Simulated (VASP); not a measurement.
Here is a VASP 6.6.1 calculation.

Contents of INCAR:

```
PREC = Accurate
ENCUT = 520
EDIFF = 1E-7
ISMEAR = 0
SIGMA = 0.1
LREAL = F
LASPH = T
NELM = 150
ALGO = Normal
ISIF = 2
LWAVE = F
LCHARG = F
ISPIN = 2
MAGMOM = 2 0
LORBIT = 11
LMAXMIX = 4
LDAU = T
LDAUTYPE = 2
LDAUL = 2 -1
LDAUU = 4.38 0
LDAUJ = 0 0
LDAUPRINT = 1
GGA = PE
NBANDS = 21
```

KPOINTS

```
Automatic mesh
0
Gamma
  14 14 14
```

Contents of POSCAR:

```
MoS
1.0
    3.0287574617      0.0000000000      0.0000000000
    0.0000000000      3.0287574617      0.0000000000
    0.0000000000      0.0000000000      3.0287574617
Mo S
1 1
Direct
    0.0000000000      0.0000000000      0.0000000000
    0.5000000000      0.5000000000      0.5000000000
```

Potentials or basis: VASP PAW PBE potentials, release 64 (Mo_sv, S).

Command:

```sh
$ cat potpaw_PBE.64/Mo_sv/POTCAR potpaw_PBE.64/S/POTCAR > POTCAR
$ mpirun -np 1 vasp_std > vasp.out
```

Q: Estimate the net moment.

A: 1.54 μB per cell.

Q: What does it give for the pressure?

A: 12.5 GPa.

Q: Estimate the site moments.

A: Mo +1.54; S -0.16 μB.

Eigenvalues of the final occupation matrices:
```
    site  spin  trace               eigenvalues
site 1 d     1   2.75  0.47 0.47 0.60 0.60 0.60
site 1 d     2   1.26  0.14 0.14 0.14 0.42 0.42
```

Caveat: the cell stands under pressure.
